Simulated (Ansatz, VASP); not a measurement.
# One calculation of Ti, two programs

INCAR

```
PREC     = Accurate       # precision mode
ENCUT    = 520            # plane-wave cutoff, eV
EDIFF    = 1E-6           # SCF threshold, eV
ISMEAR   = 0              # smearing method
SIGMA    = 0.15           # smearing width, eV
LREAL    = False          # projectors in reciprocal space
LASPH    = True           # aspherical terms in the spheres
NELM     = 60             # most SCF steps
ALGO     = Fast           # electronic algorithm
ISIF     = 2              # what is computed and relaxed
LWAVE    = False          # write WAVECAR
LCHARG   = False          # write CHGCAR
GGA      = CA             # functional
NBANDS   = 12             # bands
```

The input KPOINTS:

```
regular mesh
0
Gamma
  22 22 22
```

File POSCAR:

```
Ti
1.0
    0.0000000000      1.9665204915      2.1631725406
    1.9665204915      0.0000000000      2.1631725406
    1.9665204915      1.9665204915      0.0000000000
Ti
1
Direct
    0.0000000000      0.0000000000      0.0000000000
```

Input for Ansatz:

```yaml
crystal:
  lattice:
    - [0.0, 1.9665204915, 2.1631725406]
    - [1.9665204915, 0.0, 2.1631725406]
    - [1.9665204915, 1.9665204915, 0.0]
  atoms:
    - { symbol: Ti, position: [0.0, 0.0, 0.0] }
basis:
  ecutwfc: 420
kpoints:
  mp_grid: { grid: [22, 22, 22] }
hamiltonian:
  xc: lda
scf:
  occupations: { method: gaussian, width: 0.15 }
output:
  forces: true
  stress: true
  eigenvalues: true
```

Alike in both runs: task single point; functional LDA; k mesh 22 × 22 × 22; occupations gaussian, width 0.15 eV; no spin polarisation.

|  | VASP | Ansatz |
| --- | --- | --- |
| version | VASP 6.6.1 | Ansatz 0.2.0 |
| potentials or method | VASP PAW LDA potentials, release 64 (Ti_sv), cutoff 520 eV | scalar-relativistic, plane waves, PAW |
| valence electrons in the cell | 12 | 12 |

Ansatz gave:

| Quantity | Value |
| --- | --- |
| gap on the k mesh at the Fermi level (eV) | none |
| pressure (GPa) | -5.0 |
| traceless stress, the component that is largest in VASP (GPa) | -1.65 |

**Question.** Which values does VASP return?

**Answer.** gap on the k mesh at the Fermi level (eV): none; pressure (GPa): -5.1; traceless stress, the component that is largest in VASP (GPa): -1.66.

LDA's correlation is that of Perdew and Zunger in VASP and of Perdew and Wang (1992) in Ansatz. A gap of «none» marks a metal or a gap that the smearing closes.
